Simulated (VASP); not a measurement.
# SnS2 (P-3m1) in VASP: electric field gradients with PBE

Aim: the electric field gradients of SnS2 with PBE.

Program: VASP 6.6.1. These are calculated values, not measurements. Logs are shortened: lines on timing, memory, paths and dates and some standing lists are left out, and cuts for length are marked.

## Step 1: The cell of the first run

It takes space group P-3m1 (No. 164, trigonal). The conventional cell has a = 3.605 Å, b = 3.605 Å, c = 5.460 Å, α = 90.00°, β = 90.00°, γ = 120.00°. Sn (site symmetry -3m) has 6 S at 2.55 Å within 3.4 Å. Within 3.4 Å of S (site symmetry 3m) lie 3 Sn at 2.55 Å and 3 S at 3.25 Å.

## Step 2: Electric field gradients, PBE, non-collinear spin, zero start, spin-orbit coupling

The input, INCAR:

```
PREC = Accurate
ENCUT = 400
EDIFF = 1E-8
ISMEAR = -1
SIGMA = 0.02
LREAL = False
LASPH = True
NELM = 200
ALGO = Normal
ISIF = 2
LWAVE = False
LCHARG = False
MAGMOM = 0 0 0 0 0 0 0 0 0
LORBIT = 11
LSORBIT = True
GGA_COMPAT = False
LORBMOM = True
GGA = PE
LEFG = True
NBANDS = 39
KPAR = 4
```

The input, KPOINTS:

```
Automatic mesh
0
Gamma
  14 14 8
```

The input, POSCAR:

```
SnS2
1.0
    3.6050000000      0.0000000000      0.0000000000
   -1.8025000000      3.1220215806      0.0000000000
    0.0000000000      0.0000000000      5.4600000000
Sn S
1 2
Direct
    0.0000000000      0.0000000000      0.0000000000
    0.6666666667      0.3333333333      0.7286993890
    0.3333333333      0.6666666667      0.2713006110
```

Potentials or basis: VASP PAW PBE potentials, release 64 (Sn_d, S).

Run with:

```console
$ cat potpaw_PBE.64/Sn_d/POTCAR potpaw_PBE.64/S/POTCAR > POTCAR
$ mpirun -np 4 vasp_ncl > vasp.out
```

OUTCAR:

```text
PREC = Accurate
   ENCUT = 400
   EDIFF = 1E-8
   ISMEAR = -1
   LREAL = False
   LASPH = True
   NELM = 200
   ISIF = 2
   LORBIT = 11
   LSORBIT = True
   GGA = PE

 ion  position               nearest neighbor table
   1  0.000  0.000  0.000-   2 2.55   3 2.55   3 2.55   2 2.55   2 2.55   3 2.55
   2  0.667  0.333  0.729-   1 2.55   1 2.55   1 2.55
   3  0.333  0.667  0.271-   1 2.55   1 2.55   1 2.55

  LATTYP: Found a hexagonal cell.
 ALAT       =     3.6050000000
 C/A-ratio  =     1.5145631068

  Lattice vectors:

 A1 = (   3.6050000000,   0.0000000000,   0.0000000000)
 A2 = (  -1.8025000000,   3.1220215806,   0.0000000000)
 A3 = (   0.0000000000,   0.0000000000,   5.4600000000)

Analysis of symmetry for initial positions (statically):
=====================================================================
 Subroutine PRICEL returns:
 Original cell was already a primitive cell.

 Routine SETGRP: Setting up the symmetry group for a
 hexagonal supercell.

 Subroutine GETGRP returns: Found 12 space group operations
 (whereof 12 operations were pure point group operations)
 out of a pool of 24 trial point group operations.

The static configuration has the point symmetry D_3d.

Analysis of symmetry for dynamics (positions and initial velocities):
=====================================================================
 Subroutine PRICEL returns:
 Original cell was already a primitive cell.

 Routine SETGRP: Setting up the symmetry group for a
 hexagonal supercell.

 Subroutine GETGRP returns: Found 12 space group operations
 (whereof 12 operations were pure point group operations)
 out of a pool of 24 trial point group operations.

The dynamic configuration has the point symmetry D_3d.

Analysis of structural, dynamic, and magnetic symmetry:
=====================================================================
 Subroutine PRICEL returns:
 Original cell was already a primitive cell.

 Routine SETGRP: Setting up the symmetry group for a
 hexagonal supercell.

 Subroutine GETGRP returns: Found 12 space group operations
 (whereof 12 operations were pure point group operations)
 out of a pool of 24 trial point group operations.

The overall configuration has the point symmetry D_3d.

 Subroutine INISYM returns: Found 12 space group operations
 (whereof 12 operations are pure point group operations),
 and found     1 'primitive' translations

----------------------------------------------------------------------------------------

                                     Primitive cell

  volume of cell :      61.4517

  direct lattice vectors                    reciprocal lattice vectors
     3.605000000  0.000000000  0.000000000     0.277392510  0.160152641  0.000000000
    -1.802500000  3.122021581  0.000000000     0.000000000  0.320305281  0.000000000
     0.000000000  0.000000000  5.460000000     0.000000000  0.000000000  0.183150183

  length of vectors
     3.605000000  3.605000000  5.460000000     0.320305281  0.320305281  0.183150183

  position of ions in fractional coordinates (direct lattice)
     0.000000000  0.000000000  0.000000000
     0.666666667  0.333333333  0.728699389
     0.333333333  0.666666667  0.271300611

  ion indices of the primitive-cell ions
   primitive index   ion index
                 1           1
                 2           2
                 3           3

----------------------------------------------------------------------------------------

 KPOINTS: Automatic mesh

Automatic generation of k-mesh.
 Grid dimensions read from file:
 generate k-points for:   14   14    8

 Generating k-lattice:

  Cartesian coordinates                     Fractional coordinates (reciprocal lattice)
[... 1115 lines left out ...]
  external PRESSURE =      72.8298248 kB  Pullay stress =       0.0000000 kB

 VOLUME and BASIS-vectors are now :
 -----------------------------------------------------------------------------
  energy-cutoff  :      400.00
  volume of cell :       61.45
      direct lattice vectors                 reciprocal lattice vectors
     3.605000000  0.000000000  0.000000000     0.277392510  0.160152641  0.000000000
    -1.802500000  3.122021581  0.000000000     0.000000000  0.320305281  0.000000000
     0.000000000  0.000000000  5.460000000     0.000000000  0.000000000  0.183150183

 POSITION                                       TOTAL-FORCE (eV/Angst)
 -----------------------------------------------------------------------------------
      0.00000      0.00000      0.00000         0.000000     -0.000000      0.000000
      1.80250      1.04067      3.97870         0.000000     -0.000000      0.009448
     -0.00000      2.08135      1.48130        -0.000000      0.000000     -0.009448
 -----------------------------------------------------------------------------------
    total drift:                               -0.000000      0.000000      0.000000

  FREE ENERGIE OF THE ION-ELECTRON SYSTEM (eV)
  ---------------------------------------------------
  free  energy   TOTEN  =       -13.0211324767 eV

  energy  without entropy=      -13.0211324767  energy(sigma->0) =      -13.02113248

 Electric field gradients (V/A^2)
---------------------------------------------------------------------
 ion       V_xx      V_yy      V_zz      V_xy      V_xz      V_yz
---------------------------------------------------------------------
   1      -5.301    -5.305    10.606    -0.004    -0.000     0.000
   2      16.432    16.433   -32.865     0.000    -0.000     0.000
   3      16.432    16.433   -32.865     0.000    -0.000     0.000
---------------------------------------------------------------------

 Electric field gradients after diagonalization (V/A^2)
 (convention: |V_zz| > |V_xx| > |V_yy|)
----------------------------------------------------------------------
 ion       V_xx      V_yy      V_zz     asymmetry (V_yy - V_xx)/ V_zz
----------------------------------------------------------------------
   1      -5.307    -5.298    10.606       0.001
   2      16.433    16.432   -32.865       0.000
   3      16.433    16.432   -32.865       0.000
----------------------------------------------------------------------

           NMR quadrupolar parameters

 Cq : quadrupolar parameter    Cq=e*Q*V_zz/h
 eta: asymmetry parameters     (V_yy - V_xx)/ V_zz
 Q  : nuclear electric quadrupole moment in mb (millibarn)
----------------------------------------------------------------------
 ion       Cq(MHz)       eta       Q (mb)
----------------------------------------------------------------------
   1       0.026       0.001       1.000
   2      -0.079       0.000       1.000
   3      -0.079       0.000       1.000
----------------------------------------------------------------------

 orbital moment (x)

 # of ion     p       d       tot
 ----------------------------------------
  1         0.000   0.000   0.000
  2        -0.000   0.000  -0.000
  3        -0.000   0.000  -0.000
 ----------------------------------------
           -0.000   0.000  -0.000

 orbital moment (y)

 # of ion     p       d       tot
 ----------------------------------------
  1         0.000   0.000   0.000
  2         0.000   0.000   0.000
  3         0.000   0.000   0.000
 ----------------------------------------
            0.000   0.000   0.000

 orbital moment (z)

 # of ion     p       d       tot
 ----------------------------------------
  1         0.000   0.000   0.000
  2         0.000   0.000   0.000
  3         0.000   0.000   0.000
 ----------------------------------------
            0.000   0.000   0.000

 Spin-Orbit-Coupling matrix elements

 Ion:    1  E_soc:     -0.0869441
 l=   1
     0.0000000    -0.0084711    -0.0085529
    -0.0084711     0.0000000    -0.0084711
    -0.0085529    -0.0084711     0.0000000
 l=   2
     0.0000000    -0.0011929     0.0000000    -0.0011929    -0.0048233
    -0.0011929     0.0000000    -0.0036005    -0.0011811    -0.0011929
     0.0000000    -0.0036005     0.0000000    -0.0036005     0.0000000
    -0.0011929    -0.0011811    -0.0036005     0.0000000    -0.0011929
    -0.0048233    -0.0011929     0.0000000    -0.0011929     0.0000000
 l=   3
     0.0000000     0.0000000     0.0000000     0.0000000     0.0000000     0.0000000     0.0000000
     0.0000000     0.0000000     0.0000000     0.0000000     0.0000000     0.0000000     0.0000000
     0.0000000     0.0000000     0.0000000     0.0000000     0.0000000     0.0000000     0.0000000
     0.0000000     0.0000000     0.0000000     0.0000000     0.0000000     0.0000000     0.0000000
[... 29 lines left out ...]
 l=   2
     0.0000000     0.0000000     0.0000000     0.0000000     0.0000000
     0.0000000     0.0000000     0.0000000     0.0000000     0.0000000
     0.0000000     0.0000000     0.0000000     0.0000000     0.0000000
     0.0000000     0.0000000     0.0000000     0.0000000     0.0000000
     0.0000000     0.0000000     0.0000000     0.0000000     0.0000000
 l=   3
     0.0000000     0.0000000     0.0000000     0.0000000     0.0000000     0.0000000     0.0000000
     0.0000000     0.0000000     0.0000000     0.0000000     0.0000000     0.0000000     0.0000000
     0.0000000     0.0000000     0.0000000     0.0000000     0.0000000     0.0000000     0.0000000
     0.0000000     0.0000000     0.0000000     0.0000000     0.0000000     0.0000000     0.0000000
     0.0000000     0.0000000     0.0000000     0.0000000     0.0000000     0.0000000     0.0000000
     0.0000000     0.0000000     0.0000000     0.0000000     0.0000000     0.0000000     0.0000000
     0.0000000     0.0000000     0.0000000     0.0000000     0.0000000     0.0000000     0.0000000

 total charge

# of ion       s       p       d       tot
------------------------------------------
    1        1.024   1.074  10.158  12.256
    2        1.370   2.344   0.000   3.715
    3        1.370   2.344   0.000   3.715
--------------------------------------------------
tot          3.765   5.762  10.158  19.685

 magnetization (x)

# of ion       s       p       d       tot
------------------------------------------
    1        0.000   0.000   0.000   0.000
    2        0.000  -0.000   0.000  -0.000
    3        0.000  -0.000   0.000  -0.000
--------------------------------------------------
tot          0.000  -0.000   0.000  -0.000

 magnetization (y)

# of ion       s       p       d       tot
------------------------------------------
    1        0.000   0.000   0.000   0.000
    2        0.000   0.000   0.000   0.000
    3        0.000   0.000   0.000   0.000
--------------------------------------------------
tot          0.000   0.000   0.000   0.000

 magnetization (z)

# of ion       s       p       d       tot
------------------------------------------
    1        0.000  -0.000   0.000  -0.000
    2        0.000   0.000   0.000   0.000
    3        0.000   0.000   0.000   0.000
--------------------------------------------------
tot          0.000  -0.000   0.000  -0.000
```

It took 2.1 min on 4 MPI ranks of Intel Xeon Platinum 8259CL at 2.50GHz (Skylake/Cascade Lake), shared host; peak memory 0.5 GiB.

What came out:

| Quantity | Value |
| --- | --- |
| Free energy | -13.0211 eV |
| Pressure | 7.3 GPa |
| Largest force | 0.009 eV/Å |
| Net moment | 0.00 μB per cell |
| Largest electric field gradient by atom | Sn +10.6; S -32.9 V/Å² |
| Valence electrons inside the program's atomic spheres | Sn 12.26; S 3.71 |

Forces in eV/Å, atoms in the order of the input:
```
Sn   0.000  0.000  0.000
S    0.000  0.000  0.009
S    0.000  0.000 -0.009
```

Moments on the atoms (μB; x, y, z):
```
Sn  0.00 0.00 0.00
S   0.00 0.00 0.00
S   0.00 0.00 0.00
```

Electric field gradients, principal values (V/Å²):
```tsv
atom	least	middle	greatest (by size)
1 Sn	-5.298	-5.307	10.606
2 S	16.432	16.433	-32.865
3 S	16.432	16.433	-32.865
```

Caveat: the cell stands under pressure; without QUAD_EFG the Cq values of the log hold for a quadrupole moment of 1 mb, not for the nuclei.
